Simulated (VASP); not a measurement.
A run of VASP 6.6.1 is set up as follows.

Contents of INCAR:

```
PREC = Accurate
ENCUT = 520
EDIFF = 1E-7
ISMEAR = 0
SIGMA = 0.15
LREAL = F
LASPH = T
NELM = 80
ALGO = Fast
ISIF = 2
LWAVE = F
LCHARG = T
GGA = PE
LELF = T
LVHAR = T
NBANDS = 12
```

Contents of KPOINTS:

```
Automatic mesh
0
Gamma
  20 20 20
```

File POSCAR:

```
In
1.0
   -1.6261500000      1.6261500000      2.3749920000
    1.6261500000     -1.6261500000      2.3749920000
    1.6261500000      1.6261500000     -2.3749920000
In
1
Direct
    0.0000000000      0.0000000000      0.0000000000
```

Potentials or basis: VASP PAW PBE potentials, release 64 (In_d).

Launch:

```console
$ cat potpaw_PBE.64/In_d/POTCAR > POTCAR
$ mpirun -np 1 vasp_std > vasp.out
```

(1) Predict the pressure.

Results:

(1) 4.0 GPa.

Caveat: the cell differs from its parent crystal (strain +0.000 along x and y, -0.040 along z).
